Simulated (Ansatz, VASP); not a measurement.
## One calculation of AgCl, two programs

File POSCAR:

```
AgCl
1.0
    3.2261481986      0.0000000000      0.0000000000
    0.0000000000      3.2261481986      0.0000000000
    0.0000000000      0.0000000000      3.2261481986
Ag Cl
1 1
Direct
    0.0000000000      0.0000000000      0.0000000000
    0.5000000000      0.5000000000      0.5000000000
```

INCAR.step1

```
SYSTEM = AgCl
PREC     = Accurate       ! precision mode
ENCUT    = 520            ! plane-wave cutoff, eV
ISMEAR   = 0              ! smearing method
SIGMA    = 0.01           ! smearing width, eV
LREAL    = .False.        ! projectors in reciprocal space
LASPH    = .True.         ! aspherical terms in the spheres
NELM     = 60             ! most SCF steps
NBANDS   = 16             ! bands
GGA      = PE             ! functional
ALGO     = Normal         ! electronic algorithm
EDIFF    = 1E-4           ! SCF threshold, eV
LWAVE    = .True.         ! write WAVECAR
LCHARG   = .False.        ! write CHGCAR
```

Contents of INCAR.step2:

```
SYSTEM = AgCl
PREC     = Accurate       ! precision mode
ENCUT    = 520            ! plane-wave cutoff, eV
EDIFF    = 1E-6           ! SCF threshold, eV
ISMEAR   = 0              ! smearing method
SIGMA    = 0.01           ! smearing width, eV
LREAL    = .False.        ! projectors in reciprocal space
LASPH    = .True.         ! aspherical terms in the spheres
NELM     = 60             ! most SCF steps
ALGO     = Normal         ! electronic algorithm
ISIF     = 2              ! what is computed and relaxed
LWAVE    = .False.        ! write WAVECAR
LCHARG   = .True.         ! write CHGCAR
METAGGA  = R2SCAN         ! meta-GGA
LMIXTAU  = .True.       
LELF     = .True.         ! ELF
LVHAR    = .True.       
NBANDS   = 16             ! bands
ISTART   = 1
```

KPOINTS

```
regular mesh
0
Gamma
  8 8 8
  0 0 0
```

Input for Ansatz:

```yaml
crystal:
  lattice:
    - [3.2261481986, 0.0, 0.0]
    - [0.0, 3.2261481986, 0.0]
    - [0.0, 0.0, 3.2261481986]
  atoms:
    - { symbol: Ag, position: [0.0, 0.0, 0.0] }
    - { symbol: Cl, position: [0.5, 0.5, 0.5] }
kpoints:
  mp_grid: { grid: [8, 8, 8] }
  band_path:
    path:
      - [0.0, 0.0, 0.0]
      - [0.0, 0.5, 0.0]
      - [0.5, 0.5, 0.0]
      - [0.5, 0.5, 0.5]
      - [0.0, 0.0, 0.5]
    npoints: 1
hamiltonian:
  xc: r2scan
scf:
  occupations: { method: fixed }
  n_extra_bands: 4
output:
  forces: true
  stress: true
  eigenvalues: true
```

Change from the starting cell: hydrostatic strain -5.0%.

Alike in both runs: task single point; functional r2SCAN; k mesh 8 × 8 × 8; no spin polarisation.

```csv
,VASP,Ansatz
version,VASP 6.6.1,Ansatz 0.2.0
potentials or method,"VASP PAW PBE potentials, release 64 (Ag, Cl)","plane waves, PAW"
plane-wave cutoff (eV),520,500
occupations,"gaussian, width 0.01 eV",fixed
valence electrons in the cell,18,26
```

Ansatz gave:

```
gap on the k mesh at the Fermi level (eV) : 1.40
pressure (GPa)                            : 13.0
```

Question: Estimate VASP's values.

Answer: gap on the k mesh at the Fermi level (eV): 1.36; pressure (GPa): 12.9.

VASP's potentials were made for PBE, not for r2SCAN. VASP's potentials hold 18 valence electrons a cell and Ansatz's 26, so a difference there can come from the potentials and not from the codes.
